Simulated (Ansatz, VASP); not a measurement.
**ZnSe in VASP and in Ansatz**

```
Zn Se
1.0
     0.00000    2.83380    2.83380
     2.83380    0.00000    2.83380
     2.83380    2.83380    0.00000
Zn Se
1 1
Direct
  0.00000 0.00000 0.00000
  0.75000 0.75000 0.75000
```

Alike in both runs: task single point; functional PBEsol; k mesh 8 × 8 × 8; occupations fermi-dirac, width 0.03 eV; no spin polarisation.

|  | VASP | Ansatz |
| --- | --- | --- |
| version | VASP 6.6.1 | Ansatz 0.2.0 |
| potentials or method | VASP PAW PBE potentials, release 64 (Zn, Se), cutoff 520 eV | all-electron LAPW, scalar-relativistic |

|  | VASP | Ansatz | Ansatz less VASP |
| --- | --- | --- | --- |
| gap on the k mesh at the Fermi level (eV) | 1.17 | 1.17 | -0.001 |
| pressure (GPa) | -0.9 | -1.1 | -0.23 |

VASP's potentials were made for PBE, not for PBEsol. Ansatz ran all-electron here, and VASP with PAW potentials.
